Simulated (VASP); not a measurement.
# AgH16O8F in VASP: a series of runs

AgH16O8F is run at these levels: PBE+D3(BJ); tasks: single point.

Everything below comes from runs of VASP 6.6.1. Logs are shortened: lines on timing, memory, paths and dates and some standing lists are left out, and cuts for length are marked.

### 1 The cell of the first run

The cell holds a disordered packing, 26 atoms: a = 7.174 Å, b = 7.174 Å, c = 7.174 Å, α = 90.00°, β = 90.00°, γ = 90.00°.

### 2 Single point, PBE+D3(BJ)

INCAR reads:

```
SYSTEM = AgH16O8F
PREC = Accurate
ENCUT = 520
EDIFF = 1E-6
ISMEAR = -1
SIGMA = 0.02
LREAL = .FALSE.
LASPH = .TRUE.
NELM = 120
ALGO = Normal
ISIF = 2
LWAVE = .FALSE.
LCHARG = .FALSE.
GGA = PE
IVDW = 12
NBANDS = 60
GGA_COMPAT = .FALSE.
```

KPOINTS reads:

```
regular mesh
0
G
  1 1 1
  0 0 0
```

POSCAR reads:

```
AgH16O8F
1.0
    7.1738770000      0.0000000000      0.0000000000
    0.0000000000      7.1738770000      0.0000000000
    0.0000000000      0.0000000000      7.1738770000
O H Ag F
8 16 1 1
Direct
    0.1005174747      0.6722027712      0.6244182887
    0.4346324867      0.6540396497      0.3541320823
    0.3308810564      0.2613788890      0.7703505371
    0.9029427184      0.8940214615      0.1227787987
    0.4505513546      0.8346114660      1.0040456506
    0.7433916138      0.8436163597      0.4708472141
    1.0042129242      0.3757103725      0.0159328073
    0.4664144646      0.2835286972      0.2827062689
    0.1900785308      0.6246831386      0.5264099175
   -0.0221637477      0.6967780462      0.5742362184
    0.4353991572      0.7212139266      0.2342248132
    0.4719763107      0.5258662784      0.3157427985
    0.3738285449      0.2750395637      0.6366989565
    0.4468852756      0.2427975835      0.8352387419
    0.8235435316      1.0023450360      0.1042532511
    0.8856020252      0.8747153039      0.2583819042
    0.5351499615      0.9394362351      0.9839449436
    0.4723108579      0.7580977483      0.8988305765
    0.6943665190      0.9367041002      0.5529506569
    0.6382322975      0.7487722469      0.4454495108
    1.0401070439      0.4333918744     -0.0995277728
    0.8677734508      0.3566830042      0.0063145772
    0.3329301576      0.2743425905      0.2285235724
    0.5407118076      0.2100398432      0.1862033598
    0.1295394387      0.0224425370      0.9575435988
    0.6533566160      0.1282291291     -0.0131030961
```

Potentials or basis: VASP PAW PBE potentials, release 64 (O, H, Ag, F).

Started as:

```sh
cat potpaw_PBE.64/O/POTCAR potpaw_PBE.64/H/POTCAR potpaw_PBE.64/Ag/POTCAR potpaw_PBE.64/F/POTCAR > POTCAR
mpirun -np 1 vasp_gam > vasp.out
```

OUTCAR:

```text
SYSTEM = AgH16O8F
   PREC = Accurate
   ENCUT = 520
   EDIFF = 1E-6
   ISMEAR = -1
   LREAL = .FALSE.
   LASPH = .TRUE.
   NELM = 120
   ISIF = 2
   GGA = PE
   IVDW = 12
 IVDW          = 12

 ion  position               nearest neighbor table
   1  0.101  0.672  0.624-  10 0.97   9 1.01
   2  0.435  0.654  0.354-  11 0.99  12 1.00
   3  0.331  0.261  0.770-  14 0.96  13 1.01  25 2.61
   4  0.903  0.894  0.123-  15 0.97  16 0.99  25 2.21
   5  0.451  0.835  0.004-  18 0.95  17 0.98  25 2.69
   6  0.743  0.844  0.471-  19 0.96  20 1.03
   7  0.004  0.376  0.016-  21 0.96  22 0.99  25 2.72
   8  0.466  0.284  0.283-  24 1.02  23 1.04
   9  0.190  0.625  0.526-   1 1.01
  10  0.978  0.697  0.574-   1 0.97
  11  0.435  0.721  0.234-   2 0.99
  12  0.472  0.526  0.316-   2 1.00
  13  0.374  0.275  0.637-   3 1.01
  14  0.447  0.243  0.835-   3 0.96
[... 8 lines left out ...]
  23  0.333  0.274  0.229-   8 1.04
  24  0.541  0.210  0.186-   8 1.02
  25  0.130  0.022  0.958-   4 2.21   3 2.61   5 2.69   7 2.72
  26  0.653  0.128  0.987-

  LATTYP: Found a simple cubic cell.
 ALAT       =     7.1738770000

  Lattice vectors:

 A1 = (   7.1738770000,   0.0000000000,   0.0000000000)
 A2 = (   0.0000000000,   7.1738770000,   0.0000000000)
 A3 = (   0.0000000000,   0.0000000000,   7.1738770000)

Analysis of symmetry for initial positions (statically):
=====================================================================
 Subroutine PRICEL returns:
 Original cell was already a primitive cell.

 Routine SETGRP: Setting up the symmetry group for a
 simple cubic supercell.

 Subroutine GETGRP returns: Found  1 space group operations
 (whereof  1 operations were pure point group operations)
 out of a pool of 48 trial point group operations.

The static configuration has the point symmetry C_1 .

Analysis of symmetry for dynamics (positions and initial velocities):
=====================================================================
 Subroutine PRICEL returns:
 Original cell was already a primitive cell.

 Routine SETGRP: Setting up the symmetry group for a
 simple cubic supercell.

 Subroutine GETGRP returns: Found  1 space group operations
 (whereof  1 operations were pure point group operations)
 out of a pool of 48 trial point group operations.

The dynamic configuration has the point symmetry C_1 .

 Subroutine INISYM returns: Found  1 space group operations
 (whereof  1 operations are pure point group operations),
 and found     1 'primitive' translations

----------------------------------------------------------------------------------------

                                     Primitive cell

  volume of cell :     369.2001

  direct lattice vectors                    reciprocal lattice vectors
     7.173877000  0.000000000  0.000000000     0.139394640  0.000000000  0.000000000
     0.000000000  7.173877000  0.000000000     0.000000000  0.139394640  0.000000000
     0.000000000  0.000000000  7.173877000     0.000000000  0.000000000  0.139394640

  length of vectors
     7.173877000  7.173877000  7.173877000     0.139394640  0.139394640  0.139394640

  position of ions in fractional coordinates (direct lattice)
     0.100517475  0.672202771  0.624418289
     0.434632487  0.654039650  0.354132082
     0.330881056  0.261378889  0.770350537
     0.902942718  0.894021462  0.122778799
     0.450551355  0.834611466  0.004045651
     0.743391614  0.843616360  0.470847214
[... 18 lines left out ...]
     0.129539439  0.022442537  0.957543599
     0.653356616  0.128229129  0.986896904

  ion indices of the primitive-cell ions
   primitive index   ion index
                 1           1
                 2           2
                 3           3
                 4           4
                 5           5
                 6           6
[... 18 lines left out ...]
                25          25
                26          26

----------------------------------------------------------------------------------------

 KPOINTS: regular mesh

Automatic generation of k-mesh.
[... 45 lines left out ...]
   TEBEG  =    0.0;   TEEND  =   0.0 temperature during run
   PSTRESS=    0.0 pullay stress
   NELECT =      82.0000    total number of electrons
   NUPDOWN=      -1.0000    fix difference up-down
   EMIN   =  10.00;   EMAX   =-10.00  energy-range for DOS
   EFERMI =   0.00;   METHOD = LEGACY
   ISMEAR =    -1;   SIGMA  =   0.02  broadening in eV -4-tet -1-fermi 0-gaus
   EFERMI_NEDOS =   21; number of points for ismear=-14 and -15
   IALGO  =     38    algorithm
   IMIX   =      4    mixing-type and parameters
     AMIX     =   0.40;   BMIX     =  1.00
     AMIX_MAG =   1.60;   BMIX_MAG =  1.00
  volume/ion in A,a.u.               =      14.20        95.83
  Fermi-wavevector in a.u.,A,eV,Ry     =   0.991423  1.873517 13.373424  0.982919
  Thomas-Fermi vector in A             =   2.123163
   LORBIT       =      0    0 simple, 1 ext, 2 COOP (PROOUT), +10 PAW based schemes
   GGA     = PE    functional components
   LHFCALC =     F    Hartree Fock is set to
   AEXX    =    0.0000 exact exchange contribution
   IVDW    =    12    specifies the selected vdW correction
   LEPSILON=     F    determine dielectric tensor
   LRPA    =     F    only Hartree local field effects (RPA)
 non-spin polarized calculation
  energy-cutoff  :      520.00
  volume of cell :      369.20
 maximum number of plane-waves:      4922
 NGX is ok and might be reduce to    54
   NGX = 27   NGY = 27   NGZ = 27

 number of electron      82.0000028 magnetization

 Free energy of the ion-electron system (eV)
  ---------------------------------------------------
  ext. energy  EPLUGINS =         0.00000000
  ---------------------------------------------------
  free energy    TOTEN  =      -122.75678789 eV

  energy without entropy =     -122.75678789  energy(sigma->0) =     -122.75678789

 E-fermi :  -2.7088     XC(G=0):  -6.0032

 val. band max:       -3.2663206756   @ k =   0.0000   0.0000   0.0000
 cond. band min:      -0.3001854629   @ k =   0.0000   0.0000   0.0000
 fundamental gap:      2.9661352128
 Fermi energy:        -2.7087719018

 k-point     1 :       0.0000    0.0000    0.0000
  band No.  band energies     occupation
      1     -23.8747      2.00000
      2     -22.9104      2.00000
      3     -22.7759      2.00000
      4     -22.7246      2.00000
      5     -22.5207      2.00000
      6     -22.4679      2.00000
[... 45 lines left out ...]
     52       5.4367      0.00000
     53       5.5159      0.00000
 [bands above 53 left out]

------------------------ aborting loop because EDIFF is reached ----------------------------------------

 Edisp (eV)   -0.85413

 E8    (eV) :    -0.2072

  FORCE on cell =-STRESS in cart. coord.  units (eV):
  Direction    XX          YY          ZZ          XY          YZ          ZX
  --------------------------------------------------------------------------------------
  -------------------------------------------------------------------------------------
  Total      -4.94728    -1.13712    -3.61567     0.02625    -0.25823     1.43365
  in kB     -21.46919    -4.93464   -15.69053     0.11390    -1.12061     6.22148
  external pressure =      -14.03 kB  Pullay stress =        0.00 kB

 VOLUME and BASIS-vectors are now :
 -----------------------------------------------------------------------------
  energy-cutoff  :      520.00
  volume of cell :      369.20
      direct lattice vectors                 reciprocal lattice vectors
     7.173877000  0.000000000  0.000000000     0.139394640  0.000000000  0.000000000
     0.000000000  7.173877000  0.000000000     0.000000000  0.139394640  0.000000000
     0.000000000  0.000000000  7.173877000     0.000000000  0.000000000  0.139394640

 POSITION                                       TOTAL-FORCE (eV/Angst)
 -----------------------------------------------------------------------------------
      0.72110      4.82230      4.47950         1.446364     -0.708978      0.026799
      3.11800      4.69200      2.54050         0.401853     -0.348760      0.051178
      2.37370      1.87510      5.52640        -0.183197      0.181320     -1.821473
      6.47760      6.41360      0.88080         0.367524     -0.266253      0.596272
      3.23220      5.98740      0.02902        -1.110375      0.036217      0.865503
      5.33300      6.05200      3.37780        -0.077321     -1.538181     -0.463731
[... 18 lines left out ...]
      0.92930      0.16100      6.86930         0.580796      0.142858     -0.267316
      4.68710      0.91990      7.07988        -0.193586      0.358624      0.219869
 -----------------------------------------------------------------------------------
    total drift:                               -0.000905     -0.001257      0.000353

  FREE ENERGIE OF THE ION-ELECTRON SYSTEM (eV)
  ---------------------------------------------------
  free  energy   TOTEN  =      -123.6109199425 eV

  energy  without entropy=     -123.6109199425  energy(sigma->0) =     -123.61091994
```

Run time: 1.7 min. Hardware: 1 thread of Intel Xeon 8259CL, shared host; peak memory 0.39 GiB.

Results:

* Free energy: -123.6109 eV
* Pressure: -1.4 GPa
* Largest force: 2.439 eV/Å
* Dispersion energy per atom: -0.033 eV

Forces in eV/Å, atoms in the order of the input:
```
O    1.446 -0.709  0.027
O    0.402 -0.349  0.051
O   -0.183  0.181 -1.821
O    0.368 -0.266  0.596
O   -1.110  0.036  0.866
O   -0.077 -1.538 -0.464
O   -0.734 -0.667  0.597
O   -1.827 -0.763 -1.424
H   -1.189  0.831  0.680
H   -0.240  0.131 -0.624
H   -0.117  0.240 -0.133
H   -0.196 -0.072  0.192
H   -0.714 -0.301  1.290
H    1.024 -0.290  0.733
H   -1.014  0.507 -0.653
H    0.202 -0.216 -0.015
H    0.823  1.167  0.222
H   -0.066 -1.075 -1.052
H   -0.316  0.461  0.403
H    0.384  1.060  0.030
H    0.325  0.461 -0.725
H    0.576 -0.103  0.028
H    2.040  0.206  0.911
H   -0.195  0.565  0.333
Ag   0.581  0.143 -0.267
F   -0.194  0.359  0.220
```

Stress tensor (GPa, compression positive):
```
-2.15  0.01  0.62
 0.01 -0.49 -0.11
 0.62 -0.11 -1.57
```

Caveat: the k points lie up to 0.88 Å⁻¹ apart; the atoms stand as in a frame of molecular dynamics.

### 3 Single point, PBE+D3(BJ)

INCAR reads:

```
SYSTEM = AgH16O8F
PREC     = Accurate       ! precision mode
ENCUT    = 520            ! plane-wave cutoff, eV
EDIFF    = 1E-6           ! SCF threshold, eV
ISMEAR   = -1             ! smearing method
SIGMA    = 0.02           ! smearing width, eV
LREAL    = .FALSE.        ! projectors in reciprocal space
LASPH    = .TRUE.         ! aspherical terms in the spheres
NELM     = 120            ! most SCF steps
ALGO     = Normal         ! electronic algorithm
ISIF     = 2              ! what is computed and relaxed
LWAVE    = .FALSE.        ! write WAVECAR
LCHARG   = .FALSE.        ! write CHGCAR
GGA      = PE             ! functional
IVDW     = 12             ! dispersion correction
NBANDS   = 60             ! bands
GGA_COMPAT= .FALSE.
```

KPOINTS is that of step 2.

POSCAR reads:

```
AgH16O8F
1.0
    7.1738770000      0.0000000000      0.0000000000
    0.0000000000      7.1738770000      0.0000000000
    0.0000000000      0.0000000000      7.1738770000
O H Ag F
8 16 1 1
Direct
    0.1029847598      0.6913974131      0.6500669025
    0.4620653518      0.6562560245      0.3883116479
    0.3363174473      0.2471745752      0.8166574364
    0.8809183653      0.9480368844      0.1019671790
    0.4032408139      0.8222192825      1.0081299136
    0.7926397400      0.8474078939      0.4814690857
    0.9795958308      0.3361362343      0.0080570102
    0.4476380066      0.2472163936      0.2824692980
    0.1800002983      0.6854731410      0.5377705807
   -0.0022442537      0.7587250241      0.6090151811
    0.4308409525      0.7195551304      0.2683207420
    0.4724502525      0.5202904929      0.3603769621
    0.3645866803      0.2498509523      0.6876198184
    0.4635011166      0.2168841200      0.8824098880
    0.7837324225      1.0492513323      0.0697948961
    0.8589218912      0.9258731367      0.2351448178
    0.5028104050      0.9226809994      0.9836522148
    0.3914619668      0.7482425472      0.8925299388
    0.7761493541      0.9750794445      0.5210711028
    0.6725094395      0.7918173116      0.4513877224
    1.0522761960      0.3870152778     -0.0952344179
    0.8497776028      0.3535884432     -0.0298443924
    0.3198549404      0.2679583160      0.2375145267
    0.5225626255      0.2512030803      0.1651268902
    0.1370806887      0.0270286206      0.9549787374
    0.6297431640      0.1657820451     -0.0411492977
```

Potentials or basis: VASP PAW PBE potentials, release 64 (O, H, Ag, F).

Started as:

```sh
cat potpaw_PBE.64/O/POTCAR potpaw_PBE.64/H/POTCAR potpaw_PBE.64/Ag/POTCAR potpaw_PBE.64/F/POTCAR > POTCAR
mpirun -np 1 vasp_gam > vasp.out
```

Wall time 83 s (1 thread of Intel Xeon 8259CL, shared host); peak memory 0.39 GiB.

The run converged. Its results:

- Free energy: -123.7445 eV
- Pressure: -0.4 GPa
- Largest force: 2.115 eV/Å
- Dispersion energy per atom: -0.033 eV

Forces in eV/Å, atoms in the order of the input:
```
O    1.844 -0.864  0.572
O   -0.143  0.014 -0.510
O   -0.109 -0.027  1.341
O   -1.488  0.898  0.053
O    1.191  0.912 -0.567
O    0.984  0.388 -0.179
O    0.119  0.501 -0.240
O   -0.183  0.592 -0.394
H    0.313 -0.123  0.173
H   -1.851  0.784 -0.548
H    0.174 -0.601  0.368
H   -0.039  0.579 -0.053
H    0.123 -0.029 -1.298
H   -0.563  0.207 -0.631
H    0.912 -0.976 -0.151
H    0.335 -0.410  0.163
H   -1.032 -1.212  0.148
H    0.086  0.319  0.464
H   -0.428  0.179  0.178
H   -0.835 -0.407  0.005
H    0.093  0.210  0.072
H   -0.003 -0.265  0.080
H    0.249 -0.134  0.160
H   -0.121 -0.327  0.362
Ag   0.085 -0.066 -0.111
F    0.287 -0.142  0.542
```

Stress tensor (GPa, compression positive):
```
 0.42 -0.82  0.17
-0.82 -1.21 -0.09
 0.17 -0.09 -0.55
```

Levels at points of the mesh, in eV from the Fermi level:
```tsv
k point	band 38	band 39	band 40	band 41	band 42	band 43	band 44	band 45
(0.00, 0.00, 0.00)	-1.98	-1.75	-1.50	-0.54	1.97	4.63	4.67	4.98
```

Caveat: the k points lie up to 0.88 Å⁻¹ apart; the atoms stand as in a frame of molecular dynamics.

### 4 Single point, PBE+D3(BJ)

INCAR reads:

```
SYSTEM = AgH16O8F
ALGO     = Normal         ! electronic algorithm
EDIFF    = 1E-6           ! SCF threshold, eV
ENCUT    = 520            ! plane-wave cutoff, eV
GGA      = PE             ! functional
GGA_COMPAT= .FALSE.      
ISIF     = 2              ! what is computed and relaxed
ISMEAR   = -1             ! smearing method
IVDW     = 12             ! dispersion correction
LASPH    = .TRUE.         ! aspherical terms in the spheres
LCHARG   = .TRUE.         ! write CHGCAR
LELF     = .TRUE.         ! ELF
LREAL    = .FALSE.        ! projectors in reciprocal space
LVHAR    = .TRUE.       
LWAVE    = .FALSE.        ! write WAVECAR
NBANDS   = 60             ! bands
NELM     = 120            ! most SCF steps
PREC     = Accurate       ! precision mode
SIGMA    = 0.02           ! smearing width, eV
```

KPOINTS reads:

```
k-points
0
G
  1 1 1
  0 0 0
```

POSCAR reads:

```
AgH16O8F
1.0
    7.1738770000      0.0000000000      0.0000000000
    0.0000000000      7.1738770000      0.0000000000
    0.0000000000      0.0000000000      7.1738770000
O H Ag F
8 16 1 1
Direct
    0.1581989766      0.7004859437      0.7058944557
    0.4951855182      0.6402117014      0.4043699104
    0.3201197902      0.2331096560      0.7768742062
    0.8568867294      0.8965445045      0.0894216614
    0.3748043074      0.7755499572      1.0266554612
    0.7859209184      0.8422363528      0.5044552618
    0.9598854288      0.3395792819     -0.0047812361
    0.4339076346      0.3034203123      0.2994893835
    0.2325241986      0.6883028521      0.5962884504
    0.0357826040      0.7221757496      0.6546529861
    0.4368628010      0.6824900957      0.2893832721
    0.5051243560      0.5071455783      0.3743582445
    0.3382410933      0.1915839929      0.6482129537
    0.4442785958      0.2158525996      0.8416508953
    0.7642032335      0.9847255536      0.0400620195
    0.8418181689      0.8615006920      0.2208429278
    0.4822078773      0.8495266925      0.9875273858
    0.3348956220      0.6991059367      0.9112924573
    0.7479637580      0.9475490031      0.5767592614
    0.6612881710      0.7744348000      0.4722551000
    1.0099002255      0.3852589053     -0.1203533320
    0.8370090538      0.2871668973     -0.0300534843
    0.3106827731      0.3255561811      0.2514400512
    0.4928158094      0.2429090992      0.1944555224
    0.1349897691      0.0207140435      0.9618508932
    0.6222716113      0.1696990344     -0.0094648960
```

Started as:

```sh
cat potpaw_PBE.64/O/POTCAR potpaw_PBE.64/H/POTCAR potpaw_PBE.64/Ag/POTCAR potpaw_PBE.64/F/POTCAR > POTCAR
mpirun -np 1 vasp_gam > vasp.out
```

Run time: 88 s. Hardware: 1 thread of Intel Xeon 8259CL, shared host; peak memory 0.39 GiB.

Results (log left out):

```yaml
Free_energy: -123.8710 eV
Pressure: -0.5 GPa
Largest_force: 1.934 eV/Å
Dispersion_energy_per_atom: -0.033 eV
```

Forces on the atoms (eV/Å):
```
O   -0.120 -0.038  0.768
O   -0.361  0.865  0.326
O    0.383 -0.333  0.036
O    0.885 -0.637 -0.493
O   -0.474 -0.920 -1.316
O   -0.754 -1.149 -0.682
O    0.689 -0.210  0.593
O   -0.315 -0.190  0.731
H    1.080 -0.229 -0.936
H   -0.974  0.231 -0.041
H   -0.063  0.558 -0.444
H    0.150 -0.832  0.147
H    0.038  0.146  0.185
H   -0.135  0.021 -0.032
H   -0.495  0.507  0.718
H   -0.299  0.580 -0.101
H    0.074 -0.065 -0.018
H    0.349  1.132  1.530
H   -0.107  0.756  0.412
H    1.193  0.155  0.216
H    0.216  0.341 -0.519
H   -0.827 -0.163  0.029
H   -0.762  0.221 -0.017
H    1.141 -0.516 -0.993
Ag  -0.232  0.056  0.104
F   -0.281 -0.286 -0.201
```

Stress tensor (GPa, compression positive):
```
-0.51 -0.50 -0.72
-0.50  0.10  0.15
-0.72  0.15 -1.19
```

Levels at points of the mesh, in eV from the Fermi level:
| k point | band 39 | band 40 | band 41 | band 42 | band 43 | band 44 |
| --- | --- | --- | --- | --- | --- | --- |
| (0.00, 0.00, 0.00) | -1.65 | -1.57 | -0.52 | 2.14 | 4.71 | 4.98 |

Caveat: the k points lie up to 0.88 Å⁻¹ apart; the atoms stand as in a frame of molecular dynamics.

### 5 Summary

```tsv
cell	pressure (GPa)	largest force (eV/Å)
as given, atomic positions A	-1.4	2.44
as given, atomic positions B	-0.4	2.12
as given, atomic positions C	-0.5	1.93
```

Alike in all rows: task single point; level PBE+D3(BJ); potentials or basis VASP PAW PBE potentials, release 64 (O, H, Ag, F); no spin polarisation; k mesh 1 × 1 × 1; cutoff (eV) 520; smearing fermi-dirac 0.02 eV.

Caveats: all runs use coarse meshes; the atoms stand as in a frame of molecular dynamics.

Total energies depend on the potentials used, so only differences within one code and one set of settings carry meaning.
